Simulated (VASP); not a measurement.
Crystal: Rh.

```
Rh
1.0
     0.00000    1.89785    1.89785
     1.89785    0.00000    1.89785
     1.89785    1.89785    0.00000
Rh
1
Direct
  0.00000 0.00000 0.00000
```

Program: VASP 6.6.1. Alike in all runs: task single point; level LDA; potentials or basis VASP PAW LDA potentials, release 64 (Rh_pv); spin collinear, ferromagnetic start; cell as given; k mesh 15 × 15 × 15; cutoff (eV) 520; smearing fermi-dirac 0.05 eV.

Order these runs on this cell by their pressure, lowest first.
A. fixed moment (μB) 0.6
B. fixed moment (μB) 0.2
C. fixed moment (μB) 1.6
D. fixed moment (μB) 1.2
E. fixed moment (μB) 0.9

B (-8.6 GPa), A (-6.0 GPa), E (-2.8 GPa), D (1.6 GPa), C (9.5 GPa).

Caveats: the total moment is fixed, so each spin has its own Fermi level and the state may be an excited one; the cell stands under tension (at least some runs); the cell stands under pressure (at least some runs).
